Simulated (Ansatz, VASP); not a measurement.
LiH in VASP and in Ansatz

POSCAR

```
LiH
1.0
    0.0000000000      1.9965096606      1.9965096606
    1.9965096606      0.0000000000      1.9965096606
    1.9965096606      1.9965096606      0.0000000000
Li H
1 1
Direct
    0.0000000000      0.0000000000      0.0000000000
    0.5000000000      0.5000000000      0.5000000000
```

Contents of INCAR.step1:

```
SYSTEM = LiH
ALGO = Normal ; EDIFF = 1E-5
ENCUT = 520 ; GGA = PE
ISIF = 2 ; ISMEAR = -1
LASPH = .True. ; LCHARG = .False.
LREAL = .False. ; LWAVE = .True.
NBANDS = 9 ; NELM = 100
PREC = Accurate ; SIGMA = 0.05
```

File INCAR.step2:

```
SYSTEM = LiH
ALGO = Normal ; EDIFF = 1E-6
ENCUT = 520 ; GGA = PE
HFSCREEN = 0.2079 ; ISIF = 2
ISMEAR = -1 ; ISTART = 1
LASPH = .True. ; LCHARG = .False.
LHFCALC = .True. ; LREAL = .False.
LWAVE = .False. ; NBANDS = 9
NELM = 100 ; PREC = Accurate
PRECFOCK = Normal ; SIGMA = 0.05
```

The input KPOINTS:

```
k-points
0
Gamma
  4 4 4
  0 0 0
```

Input for Ansatz:

```yaml
crystal:
  lattice:
    - [0.0, 1.996509660642, 1.996509660642]
    - [1.996509660642, 0.0, 1.996509660642]
    - [1.996509660642, 1.996509660642, 0.0]
  atoms:
    - { symbol: Li, position: [0.0, 0.0, 0.0] }
    - { symbol: H, position: [0.5, 0.5, 0.5] }
kpoints:
  mp_grid: { grid: [4, 4, 4] }
hamiltonian:
  xc: hse06
  pseudopotentials: { kind: paw }
scf:
  occupations: { method: fermi_dirac, width: 0.05 }
output:
  forces: true
  stress: true
  eigenvalues: true
```

Alike in both runs: task single point; functional HSE06; k mesh 4 × 4 × 4; occupations fermi-dirac, width 0.05 eV; no spin polarisation.

|  | VASP | Ansatz |
| --- | --- | --- |
| version | VASP 6.6.1 | Ansatz 0.2.0 development build |
| potentials or method | VASP PAW PBE potentials, release 64 (Li_sv, H) | plane waves, PAW datasets (generated soft set 1) |
| plane-wave cutoff (eV) | 520 | 420 |
| valence electrons in the cell | 4 | 4 |

VASP gave:

```
gap on the k mesh at the Fermi level (eV) : 4.00
```

Question: What did Ansatz give for the same quantities?

Answer: gap on the k mesh at the Fermi level (eV): 3.99.

Ansatz's warnings: stress exchange threshold loose, stress scf threshold loose.

The k mesh is coarse, so the values compare programs but aren't converged. Noted on VASP's run: the cutoff is short for stress, so the pressure is rough.
